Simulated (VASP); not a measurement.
# Cr (Pm-3m) in VASP: a series of runs, part 2 of 2

VASP 6.6.1. Earlier steps stand in the parts before.

**3. Single point, PBE**

This run uses another cell than the first one, of 13.31 Å³/atom, 1.020 times its volume.

Input file INCAR:

```
SYSTEM = Cr
PREC = Accurate
ENCUT = 500
EDIFF = 1E-6
ISMEAR = -1
SIGMA = 0.06122561905347299
LREAL = .False.
LASPH = .True.
NELM = 120
ALGO = Normal
ISIF = 2
LWAVE = .False.
LCHARG = .True.
GGA = PE
LELF = .True.
LVHAR = .True.
NBANDS = 12
GGA_COMPAT = .False.
```

Input file KPOINTS:

```
Automatic mesh
0
Gamma
  23 23 23
  0 0 0
```

Input file POSCAR:

```
Cr
1.0
    2.3700129015      0.0000000000      0.0000000000
    0.0000000000      2.3700129015      0.0000000000
    0.0000000000      0.0000000000      2.3700129015
Cr
1
Direct
    0.0000000000      0.0000000000      0.0000000000
```

Potentials or basis: VASP PAW PBE potentials, release 64 (Cr_pv).

Started as:

```console
$ cat potpaw_PBE.64/Cr_pv/POTCAR > POTCAR
$ mpirun -np 1 vasp_std > vasp.out
```

It took 24 s on 1 thread of AMD EPYC 7R13 (Zen 3), shared host; peak memory 0.13 GiB.

The run converged. Its results:

```yaml
Free_energy: -8.4956 eV
Pressure: -7.0 GPa
Band_gap_on_the_k_mesh: zero (band 6 reaches 10.13 eV, above the bottom of band 7 at 8.54 eV)
```

Levels at points of the mesh, in eV from the Fermi level:
| k point | band 3 | band 4 | band 5 | band 6 | band 7 | band 8 | band 9 | band 10 |
| --- | --- | --- | --- | --- | --- | --- | --- | --- |
| (0.00, 0.00, 0.00) | -42.58 | -7.20 | -3.02 | -3.02 | 2.33 | 2.33 | 2.33 | 7.49 |

Caveat: the run has no spin polarisation, though such a crystal can be magnetic.

**4. Single point, PBE**

This run uses another cell than the first one, of 13.57 Å³/atom, 1.039 times its volume.

Input file INCAR:

```
SYSTEM = Cr
PREC = Accurate ; ENCUT = 500
EDIFF = 1E-6 ; ISMEAR = -1
SIGMA = 0.06122561905347299 ; LREAL = .False.
LASPH = .True. ; NELM = 120
ALGO = Normal ; ISIF = 2
LWAVE = .False. ; LCHARG = .False.
GGA = PE ; NBANDS = 12
GGA_COMPAT = .False.
```

KPOINTS is that of step 3.

Input file POSCAR:

```
Cr
1.0
    2.3851089321      0.0000000000      0.0000000000
    0.0000000000      2.3851089321      0.0000000000
    0.0000000000      0.0000000000      2.3851089321
Cr
1
Direct
    0.0000000000      0.0000000000      0.0000000000
```

Potentials or basis: VASP PAW PBE potentials, release 64 (Cr_pv).

Started as:

```console
$ cat potpaw_PBE.64/Cr_pv/POTCAR > POTCAR
$ mpirun -np 1 vasp_std > vasp.out
```

OUTCAR:

```text
SYSTEM = Cr
   PREC = Accurate
   ENCUT = 500
   EDIFF = 1E-6
   ISMEAR = -1
   LREAL = .False.
   LASPH = .True.
   NELM = 120
   ISIF = 2
   GGA = PE

 ion  position               nearest neighbor table
   1  0.000  0.000  0.000-

  LATTYP: Found a simple cubic cell.
 ALAT       =     2.3851089321

  Lattice vectors:

 A1 = (   2.3851089321,   0.0000000000,   0.0000000000)
 A2 = (   0.0000000000,   2.3851089321,   0.0000000000)
 A3 = (   0.0000000000,   0.0000000000,   2.3851089321)

[... 536 lines left out ...]
     11      25.9752      0.00000
     12      26.2688      0.00000

 [... further k-points ...]

------------------------ aborting loop because EDIFF is reached ----------------------------------------

  FORCE on cell =-STRESS in cart. coord.  units (eV):
  Direction    XX          YY          ZZ          XY          YZ          ZX
  --------------------------------------------------------------------------------------
  -------------------------------------------------------------------------------------
  Total       -0.8420422     -0.8420422     -0.8420422      0.0000000      0.0000000     -0.0000000
  in kB      -99.4305371    -99.4305371    -99.4305371      0.0000000      0.0000000     -0.0000000
  external PRESSURE =     -99.4305371 kB  Pullay stress =       0.0000000 kB

 VOLUME and BASIS-vectors are now :
 -----------------------------------------------------------------------------
  energy-cutoff  :      500.00
  volume of cell :       13.57
      direct lattice vectors                 reciprocal lattice vectors
     2.385108932  0.000000000  0.000000000     0.419268062  0.000000000  0.000000000
     0.000000000  2.385108932  0.000000000     0.000000000  0.419268062  0.000000000
     0.000000000  0.000000000  2.385108932     0.000000000  0.000000000  0.419268062

 POSITION                                       TOTAL-FORCE (eV/Angst)
 -----------------------------------------------------------------------------------
      0.00000      0.00000      0.00000         0.000000      0.000000      0.000000
 -----------------------------------------------------------------------------------
    total drift:                                0.000000      0.000000     -0.000000

  FREE ENERGIE OF THE ION-ELECTRON SYSTEM (eV)
  ---------------------------------------------------
  free  energy   TOTEN  =        -8.4822866720 eV

  energy  without entropy=       -8.4637425681  energy(sigma->0) =       -8.47301462
```

OSZICAR:

```text
N       E                     dE             d eps       ncg     rms          rms(c)
DAV:   1     0.812851760345E+02    0.81285E+02   -0.70082E+03  8796   0.113E+03
DAV:   2    -0.832402687667E+01   -0.89609E+02   -0.85996E+02  8892   0.287E+02
DAV:   3    -0.962340314241E+01   -0.12994E+01   -0.12904E+01  9808   0.421E+01
DAV:   4    -0.963127960466E+01   -0.78765E-02   -0.78762E-02  9500   0.330E+00
DAV:   5    -0.963138847839E+01   -0.10887E-03   -0.10887E-03  9696   0.357E-01    0.993E+00
DAV:   6    -0.850156460145E+01    0.11298E+01   -0.41944E+00  9228   0.300E+01    0.187E+00
DAV:   7    -0.848605335121E+01    0.15511E-01   -0.83430E-02  8992   0.427E+00    0.102E+00
DAV:   8    -0.848241707287E+01    0.36363E-02   -0.43245E-03  9652   0.769E-01    0.113E-01
DAV:   9    -0.848230385076E+01    0.11322E-03   -0.55609E-04  9104   0.331E-01    0.306E-02
DAV:  10    -0.848228740504E+01    0.16446E-04   -0.14288E-05  9660   0.507E-02    0.267E-03
DAV:  11    -0.848228667202E+01    0.73302E-06   -0.15903E-07  5404   0.533E-03
   1 F= -.84822867E+01 E0= -.84730146E+01  d E =-.185441E-01
```

stdout:

```text
POSCAR found type information on POSCAR Cr
 POSCAR found :  1 types and       1 ions
 scaLAPACK will be used
 LDA part: xc-table for (Slater+PW92), standard interpolation
 POSCAR, INCAR and KPOINTS ok, starting setup
 FFT: planning ... GRIDC
 FFT: planning ... GRID_SOFT
 FFT: planning ... GRID
 WAVECAR not read
 entering main loop
```

Run time: 23 s. Hardware: 1 thread of AMD EPYC 7R13 (Zen 3), shared host; peak memory 0.13 GiB.

What came out:

```
Free energy            : -8.4823 eV
Pressure               : -9.9 GPa
Band gap on the k mesh : zero (band 6 reaches 9.87 eV, above the bottom of band 7 at 8.32 eV)
```

Caveat: the run has no spin polarisation, though such a crystal can be magnetic.

**5. Overview**

```tsv
cell	gap on the mesh (eV)	pressure (GPa)
a = 2.355 Å, 1 atom	none	-3.7
a = 2.370 Å, 1 atom	none	-7.0
a = 2.385 Å, 1 atom	none	-9.9
```

Alike in all rows: task single point; level PBE; potentials or basis VASP PAW PBE potentials, release 64 (Cr_pv); no spin polarisation; k mesh 23 × 23 × 23; cutoff (eV) 500; smearing fermi-dirac 0.0612256 eV.

Caveats: the run has no spin polarisation, though such a crystal can be magnetic.

Absolute energies hang on the potentials; compare differences alone.
